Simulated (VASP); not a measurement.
Sn2Ir, 6 atoms in the cell. The cell holds a slab with vacuum, 6 atoms: a = 4.458 Å, b = 4.458 Å, c = 21.459 Å, α = 90.00°, β = 90.00°, γ = 120.00°. 

| Property | Result |
| --- | --- |
| Program | VASP 6.6.1 |
| Task | single point |
| Functional | LDA |
| Potentials or basis | VASP PAW LDA potentials, release 64 (Sn_d, Ir) |
| Cutoff | 520 eV |
| k mesh | 9 × 9 × 1 |
| Occupations | fermi-dirac, width 0.08 eV |
| Spin | no spin polarisation |
| Dipole correction | yes |
| Further INCAR settings | ALGO = Normal; EDIFF = 1e-07; NBANDS = 46 |

Potentials or basis: VASP PAW LDA potentials, release 64 (Sn_d, Ir).

The run is started by

```sh
$ cat potpaw_LDA.64/Sn_d/POTCAR potpaw_LDA.64/Ir/POTCAR > POTCAR
$ mpirun -np 1 vasp_std > vasp.out
```

Hardware: 1 thread of Intel(R) Xeon(R) Platinum 8559C (Emerald Rapids), with other jobs on the host.

**Question.** Estimate the wall time of this run.

**Answer.** It took 4.9 min on 1 thread of Intel(R) Xeon(R) Platinum 8559C (Emerald Rapids), on a shared host, peak memory 0.46 GiB. Counts: scf iterations 24, k points 12.
